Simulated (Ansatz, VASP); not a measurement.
# One calculation of P, two programs

Contents of POSCAR:

```
P
1.0
    3.2837277200      0.0000000000      0.0000000000
    0.0000000000     34.8570309900      0.0000000000
    0.0000000000      0.0000000000      4.5857638629
P
4
Direct
    0.0000000000      0.9702614300      0.5921507200
    0.0000000000      0.0297385700      0.4078492800
    0.5000000000      0.0297385700      0.0921507200
    0.5000000000      0.9702614300      0.9078492800
```

File INCAR.step1:

```
PREC = Accurate
ENCUT = 520
ISMEAR = 0
SIGMA = 0.05
LREAL = F
LASPH = T
NELM = 100
NBANDS = 18
GGA = PE
ALGO = Normal
EDIFF = 1E-4
LWAVE = T
LCHARG = F
```

INCAR.step2

```
PREC = Accurate
ENCUT = 520
EDIFF = 1E-6
ISMEAR = 0
SIGMA = 0.05
LREAL = F
LASPH = T
NELM = 100
ALGO = Normal
ISIF = 2
LWAVE = F
LCHARG = T
METAGGA = R2SCAN
LMIXTAU = T
LELF = T
LVHAR = T
NBANDS = 18
ISTART = 1
```

KPOINTS

```
regular mesh
0
Gamma
  8 1 6
```

Input for Ansatz:

```yaml
crystal:
  lattice:
    - [3.28372772, 0.0, 0.0]
    - [0.0, 34.85703099, 0.0]
    - [0.0, 0.0, 4.5857638629]
  atoms:
    - { symbol: P, position: [0.0, 0.97026143, 0.59215072] }
    - { symbol: P, position: [0.0, 0.02973857, 0.40784928] }
    - { symbol: P, position: [0.5, 0.02973857, 0.09215072] }
    - { symbol: P, position: [0.5, 0.97026143, 0.90784928] }
basis:
  ecutwfc: 500
kpoints:
  mp_grid: { grid: [8, 1, 6] }
hamiltonian:
  xc: r2scan
scf:
  occupations: { method: gaussian, width: 0.05 }
output:
  forces: true
  stress: true
  eigenvalues: true
  write_density: true
  write_potential: true
  elf: true
  volumetric_format: npy
```

Change from the starting cell: strain -0.0100 x Voigt [0, 0, 1, 0, 0, 0], atoms carried along.

Alike in both runs: task single point; functional r2SCAN; k mesh 8 × 1 × 6; occupations gaussian, width 0.05 eV; no spin polarisation.

|  | VASP | Ansatz |
| --- | --- | --- |
| version | VASP 6.6.1 | Ansatz 0.2.0 |
| potentials or method | VASP PAW PBE potentials, release 64 (P), cutoff 520 eV | scalar-relativistic, plane waves, PAW |
| valence electrons in the cell | 20 | 20 |

```csv
,VASP,Ansatz,Ansatz less VASP
gap on the k mesh at the Fermi level (eV),1.06,1.04,-0.027
least direct gap on the mesh (eV),1.06,1.04,-0.027
rms of the force components (eV/Å),0.088,0.144,+0.0563
```

VASP's potentials were made for PBE, not for r2SCAN. Atom by atom the forces differ by 0.060 eV/Å (rms over components). Ansatz's warnings: xc potential rough in thin density.
